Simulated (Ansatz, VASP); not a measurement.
## One calculation of Sr2SeO, two programs

INCAR

```
PREC     = Accurate       # precision mode
ENCUT    = 520            # plane-wave cutoff, eV
EDIFF    = 1E-6           # SCF threshold, eV
ISMEAR   = 0              # smearing method
SIGMA    = 0.01           # smearing width, eV
LREAL    = F              # projectors in reciprocal space
LASPH    = T              # aspherical terms in the spheres
NELM     = 150            # most SCF steps
ALGO     = Normal         # electronic algorithm
ISIF     = 2              # what is computed and relaxed
LWAVE    = F              # write WAVECAR
LCHARG   = T              # write CHGCAR
MAGMOM   = 0 0 0 0 0 0 0 0 0 0 0 0 # initial moments
LORBIT   = 11             # projections on sites
LSORBIT  = T              # spin-orbit coupling
GGA_COMPAT= F            
LORBMOM  = T            
GGA      = PE             # functional
LVHAR    = T            
NBANDS   = 46             # bands
```

File KPOINTS:

```
Automatic mesh
0
Gamma
  6 6 4
```

POSCAR

```
Sr2SeO
1.0
    4.1315931192      0.0000000000      0.0000000000
    0.0000000000      4.1315931192      0.0000000000
    0.0000000000      0.0000000000      5.8507435020
O Sr Se
1 2 1
Direct
    0.0000000000      0.0000000000      0.0000000000
    0.0000000000      0.0000000000      0.5000000000
    0.5000000000      0.5000000000      0.0000000000
    0.5000000000      0.5000000000      0.5000000000
```

Input for Ansatz:

```yaml
crystal:
  lattice:
    - [4.1315931192, 0.0, 0.0]
    - [0.0, 4.1315931192, 0.0]
    - [0.0, 0.0, 5.850743502]
  atoms:
    - { symbol: O, position: [0.0, 0.0, 0.0] }
    - { symbol: Sr, position: [0.0, 0.0, 0.5] }
    - { symbol: Se, position: [0.5, 0.5, 0.5] }
    - { symbol: Sr, position: [0.5, 0.5, 0.0] }
kpoints:
  mp_grid: { grid: [6, 6, 4] }
  band_path:
    path:
      - [0.0, 0.0, 0.0]
      - [0.0, 0.5, 0.0]
      - [0.5, 0.5, 0.0]
      - [0.0, 0.0, 0.5]
      - [0.0, 0.5, 0.5]
      - [0.5, 0.5, 0.5]
    npoints: 1
hamiltonian:
  xc: pbe
scf:
  occupations: { method: fixed }
  n_extra_bands: 10
magnetization:
  noncollinear: true
  spin_orbit: true
output:
  forces: true
  stress: true
  eigenvalues: true
```

Alike in both runs: task single point; functional PBE; k mesh 6 × 6 × 4; non-collinear spin, spin-orbit coupling.

```csv
,VASP,Ansatz
version,VASP 6.6.1,Ansatz 0.2.0
potentials or method,"VASP PAW PBE potentials, release 64 (O, Sr_sv, Se)","plane waves, PAW"
plane-wave cutoff (eV),520,420
occupations,"gaussian, width 0.01 eV",fixed
valence electrons in the cell,32,42
```

```tsv
	VASP	Ansatz	Ansatz less VASP
pressure (GPa)	1.0	0.7	-0.23
```

VASP's potentials hold 32 valence electrons a cell and Ansatz's 42, so a difference there can come from the potentials and not from the codes. Ansatz's warnings: metallic iterate.
